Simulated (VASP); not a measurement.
A run of VASP 6.6.1 is set up as follows.

INCAR

```
ALGO     = Normal         # electronic algorithm
EDIFF    = 1E-6           # SCF threshold, eV
ENCUT    = 520            # plane-wave cutoff, eV
GGA      = PS             # functional
ISIF     = 2              # what is computed and relaxed
ISMEAR   = 0              # smearing method
LASPH    = True           # aspherical terms in the spheres
LCHARG   = False          # write CHGCAR
LREAL    = False          # projectors in reciprocal space
LWAVE    = False          # write WAVECAR
NBANDS   = 24             # bands
NELM     = 100            # most SCF steps
PREC     = Accurate       # precision mode
SIGMA    = 0.1            # smearing width, eV
```

The input KPOINTS:

```
k-points
0
Gamma
  12 12 8
```

Contents of POSCAR:

```
VH2
1.0
    2.0702742721      2.0702742721      0.0000000000
   -2.0702742721      2.0702742721      0.0000000000
    0.0000000000      0.0000000000      4.2474599991
V H
2 4
Direct
    0.0000000000      0.0000000000      0.0000000000
    0.5000000000      0.5000000000      0.5000000000
    0.0000000000      0.5000000000      0.7500000000
    0.5000000000      0.0000000000      0.7500000000
    0.5000000000      0.0000000000      0.2500000000
    0.0000000000      0.5000000000      0.2500000000
```

Potentials or basis: VASP PAW PBE potentials, release 64 (V_sv, H).

Command:

```console
$ cat potpaw_PBE.64/V_sv/POTCAR potpaw_PBE.64/H/POTCAR > POTCAR
$ mpirun -np 1 vasp_std > vasp.out
```

Question: Predict the band gap on the k mesh.

Answer: Zero (bands 15 and 16 overlap by 2.56 eV).

Question: What does it give for the pressure?

Answer: -1.5 GPa.

Stress tensor (GPa, compression positive):
```
 0.09  0.00  0.00
 0.00  0.09  0.00
 0.00  0.00 -4.60
```

Caveat: the cell differs from its parent crystal (uniaxial strain along c: +2.0 %, then relaxed in part); the PAW data sets were made with another functional, which shifts forces and pressure a little.
